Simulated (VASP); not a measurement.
# BP (F-43m) in VASP: notebook, part 2 of 2

VASP 6.6.1. Earlier steps stand in the parts before.

**5. Single point, PBE (11.41 Å³/atom)**

This run uses another cell than the first one, of 11.41 Å³/atom.

Contents of INCAR:

```
ALGO = Normal
EDIFF = 1E-6
ENCUT = 500
GGA = PE
GGA_COMPAT = F
ISIF = 2
ISMEAR = 0
LASPH = T
LCHARG = T
LELF = T
LREAL = F
LVHAR = T
LWAVE = F
NBANDS = 11
NELM = 120
PREC = Accurate
SIGMA = 0.02
```

Contents of KPOINTS:

```
k-points
0
Gamma
  10 10 10
```

Contents of POSCAR:

```
BP
1.0
    0.0000000000      2.2512123120      2.2512123120
    2.2512123120      0.0000000000      2.2512123120
    2.2512123120      2.2512123120      0.0000000000
B P
1 1
Direct
    0.0000000000      0.0000000000      0.0000000000
    0.2500000000      0.2500000000      0.2500000000
```

Potentials or basis: VASP PAW PBE potentials, release 64 (B, P).

On the command line:

```bash
$ cat potpaw_PBE.64/B/POTCAR potpaw_PBE.64/P/POTCAR > POTCAR
$ mpirun -np 1 vasp_std > vasp.out
```

OUTCAR:

```text
EDIFF = 1E-6
   ENCUT = 500
   GGA = PE
   ISIF = 2
   ISMEAR = 0
   LASPH = T
   LREAL = F
   NELM = 120
   PREC = Accurate

 ion  position               nearest neighbor table
   1  0.000  0.000  0.000-   2 1.95   2 1.95   2 1.95   2 1.95
   2  0.250  0.250  0.250-   1 1.95   1 1.95   1 1.95   1 1.95

  LATTYP: Found a face centered cubic cell.
 ALAT       =     4.5024246240

  Lattice vectors:

 A1 = (   0.0000000000,   2.2512123120,   2.2512123120)
 A2 = (   2.2512123120,   0.0000000000,   2.2512123120)
 A3 = (   2.2512123120,   2.2512123120,   0.0000000000)

Analysis of symmetry for initial positions (statically):
=====================================================================
 Subroutine PRICEL returns:
 Original cell was already a primitive cell.

 Routine SETGRP: Setting up the symmetry group for a
 face centered cubic supercell.

 Subroutine GETGRP returns: Found 24 space group operations
 (whereof 24 operations were pure point group operations)
 out of a pool of 48 trial point group operations.

The static configuration has the point symmetry T_d .

Analysis of symmetry for dynamics (positions and initial velocities):
=====================================================================
 Subroutine PRICEL returns:
 Original cell was already a primitive cell.

 Routine SETGRP: Setting up the symmetry group for a
 face centered cubic supercell.

 Subroutine GETGRP returns: Found 24 space group operations
 (whereof 24 operations were pure point group operations)
 out of a pool of 48 trial point group operations.

The dynamic configuration has the point symmetry T_d .

 Subroutine INISYM returns: Found 24 space group operations
 (whereof 24 operations are pure point group operations),
 and found     1 'primitive' translations

----------------------------------------------------------------------------------------

                                     Primitive cell

  volume of cell :      22.8181
[... 115 lines left out ...]
   LHFCALC =     F    Hartree Fock is set to
   AEXX    =    0.0000 exact exchange contribution
   IVDW    =     0    specifies the selected vdW correction
   LEPSILON=     F    determine dielectric tensor
   LRPA    =     F    only Hartree local field effects (RPA)
 non-spin polarized calculation
 Gauss-broadening in eV      SIGMA  =   0.02
  energy-cutoff  :      500.00
  volume of cell :       22.82
 maximum number of plane-waves:       589
   NGX = 11   NGY = 11   NGZ = 11

 number of electron       8.0000001 magnetization

 Free energy of the ion-electron system (eV)
  ---------------------------------------------------
  ext. energy  EPLUGINS =         0.00000000
  ---------------------------------------------------
  free energy    TOTEN  =       -12.92003921 eV

  energy without entropy =      -12.92003921  energy(sigma->0) =      -12.92003921

 E-fermi :   7.8872     XC(G=0): -11.0092

 val. band max:        7.7147352879   @ k =   0.0000   0.0000   0.0000
 cond. band min:       8.9212831423   @ k =   0.4000   0.4000   0.0000
 fundamental gap:      1.2065478544
 Fermi energy:         7.8872111268

 k-point     1 :       0.0000    0.0000    0.0000
  band No.  band energies     occupation
      1      -7.9581      2.00000
      2       7.7147      2.00000
      3       7.7147      2.00000
      4       7.7147      2.00000
      5      11.1511      0.00000
      6      11.1511      0.00000
      7      11.1511      0.00000
      8      15.4510      0.00000
      9      19.3891      0.00000
     10      19.9113      0.00000
     11      19.9113      0.00000
[... 309 lines left out ...]
 k-point    24 :       0.4000    0.3000    0.0000
  band No.  band energies     occupation
      1      -4.9559      2.00000
      2       1.5032      2.00000
      3       3.5777      2.00000
      4       4.1251      2.00000
      5       9.5075      0.00000
      6      11.3306      0.00000
      7      17.3525      0.00000
      8      17.3692      0.00000
      9      21.9944      0.00000
     10      23.1124      0.00000
     11      25.1163      0.00000

 [... further k-points ...]

------------------------ aborting loop because EDIFF is reached ----------------------------------------

  FORCE on cell =-STRESS in cart. coord.  units (eV):
  Direction    XX          YY          ZZ          XY          YZ          ZX
  --------------------------------------------------------------------------------------
  -------------------------------------------------------------------------------------
  Total        0.7093151      0.7093151      0.7093151      0.0000000      0.0000000      0.0000000
  in kB       49.8047116     49.8047116     49.8047116      0.0000000      0.0000000      0.0000000
  external PRESSURE =      49.8047116 kB  Pullay stress =       0.0000000 kB

 VOLUME and BASIS-vectors are now :
 -----------------------------------------------------------------------------
  energy-cutoff  :      500.00
  volume of cell :       22.82
      direct lattice vectors                 reciprocal lattice vectors
     0.000000000  2.251212312  2.251212312    -0.222102552  0.222102552  0.222102552
     2.251212312  0.000000000  2.251212312     0.222102552 -0.222102552  0.222102552
     2.251212312  2.251212312  0.000000000     0.222102552  0.222102552 -0.222102552

 POSITION                                       TOTAL-FORCE (eV/Angst)
 -----------------------------------------------------------------------------------
      0.00000      0.00000      0.00000        -0.000000     -0.000000     -0.000000
      1.12561      1.12561      1.12561         0.000000      0.000000      0.000000
 -----------------------------------------------------------------------------------
    total drift:                                0.000000      0.000000      0.000000

  FREE ENERGIE OF THE ION-ELECTRON SYSTEM (eV)
  ---------------------------------------------------
  free  energy   TOTEN  =       -12.9200392142 eV

  energy  without entropy=      -12.9200392142  energy(sigma->0) =      -12.92003921
```

OSZICAR:

```text
N       E                     dE             d eps       ncg     rms          rms(c)
DAV:   1     0.883964298743E+01    0.88396E+01   -0.39394E+03  1050   0.640E+02
DAV:   2    -0.131231187794E+02   -0.21963E+02   -0.21100E+02  1471   0.110E+02
DAV:   3    -0.136768156787E+02   -0.55370E+00   -0.55254E+00  1296   0.151E+01
DAV:   4    -0.136788904432E+02   -0.20748E-02   -0.20746E-02  1170   0.111E+00
DAV:   5    -0.136789013701E+02   -0.10927E-04   -0.10927E-04  1309   0.788E-02    0.746E+00
DAV:   6    -0.130258714117E+02    0.65303E+00   -0.14569E+00  1169   0.529E+00    0.402E+00
DAV:   7    -0.129275759538E+02    0.98295E-01   -0.25654E-01  1280   0.252E+00    0.136E+00
DAV:   8    -0.129195116670E+02    0.80643E-02   -0.27462E-02  1224   0.954E-01    0.201E-01
DAV:   9    -0.129198334642E+02   -0.32180E-03   -0.70734E-04  1210   0.182E-01    0.131E-01
DAV:  10    -0.129200276604E+02   -0.19420E-03   -0.24269E-04  1163   0.981E-02    0.288E-02
DAV:  11    -0.129200382746E+02   -0.10614E-04   -0.11505E-05  1312   0.224E-02    0.352E-02
DAV:  12    -0.129200392142E+02   -0.93968E-06   -0.45268E-06  1151   0.105E-02
   1 F= -.12920039E+02 E0= -.12920039E+02  d E =-.170267E-36
```

stdout:

```text
POSCAR found type information on POSCAR B P
 POSCAR found :  2 types and       2 ions
 scaLAPACK will be used
 LDA part: xc-table for (Slater+PW92), standard interpolation
 POSCAR, INCAR and KPOINTS ok, starting setup
 FFT: planning ... GRIDC
 FFT: planning ... GRID_SOFT
 FFT: planning ... GRID
 WAVECAR not read
 entering main loop
```

It took 6.3 s on 1 thread of Intel Xeon Platinum 8259CL at 2.50GHz (Skylake/Cascade Lake), shared host; peak memory 0.13 GiB.

What came out:

| Quantity | Value |
| --- | --- |
| Free energy | -12.9200 eV |
| Pressure | 5.0 GPa |
| Band gap on the k mesh | 1.21 eV (least direct gap 3.44 eV) |

Levels at points of the mesh, in eV from the valence-band top:
```csv
k point,band 2,band 3,band 4,band 5,band 6,band 7
"(0.00, 0.00, 0.00)",0.00,0.00,0.00,3.44,3.44,3.44
"(0.50, 0.00, 0.00)",-9.20,-1.79,-1.79,3.92,4.73,4.73
"(0.50, 0.50, 0.00)",-8.71,-4.20,-4.20,1.28,1.64,12.35
```

Caveat: the cell stands under pressure. A k mesh can miss the band edges.

**6. Overview**

```csv
cell,gap on the mesh (eV),pressure (GPa)
"a = 3.151 Å, angles 60.0°, 2 atoms",1.16,11.0
"a = 3.117 Å, angles 60.0°, 2 atoms",1.12,17.9
"a = 3.216 Å, angles 60.0°, 2 atoms",1.25,-0.2
"a = 3.184 Å, angles 60.0°, 2 atoms",1.21,5.0
```

Alike in all rows: task single point; level PBE; potentials or basis VASP PAW PBE potentials, release 64 (B, P); no spin polarisation; k mesh 10 × 10 × 10; cutoff (eV) 500; smearing gaussian 0.02 eV.

Caveats: the cell stands under pressure (at least some runs).

Total energies depend on the potentials used, so only differences within one code and one set of settings carry meaning.
